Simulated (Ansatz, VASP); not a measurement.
Al in VASP and in Ansatz

```
CELL_PARAMETERS angstrom
0.00000 2.81947 2.81947
2.81947 0.00000 2.81947
2.81947 2.81947 0.00000
ATOMIC_POSITIONS crystal
Al 0.12500 0.12500 0.12500
Al 0.87500 0.87500 0.87500
```

Alike in both runs: task relaxation of cell and atoms; functional PBE; k mesh 10 × 10 × 10; occupations fermi-dirac, width 0.1 eV; no spin polarisation.

|  | VASP | Ansatz |
| --- | --- | --- |
| version | VASP 6.6.1 | Ansatz 0.2.0 |
| potentials or method | VASP PAW PBE potentials, release 64 (Al), cutoff 600 eV | plane waves (420 eV) with PAW, scalar-relativistic |
| valence electrons in the cell | 6 | 6 |

```csv
,VASP,Ansatz,Ansatz less VASP
relaxed volume (Å³/atom),27.64,27.64,+0.005
relaxed length of the cell vector where the two differ most in proportion (Å),4.276,4.276,+0.0002
```

Noted on VASP's run: the volume moved by over 15 % at a fixed basis, so the end points are rough.
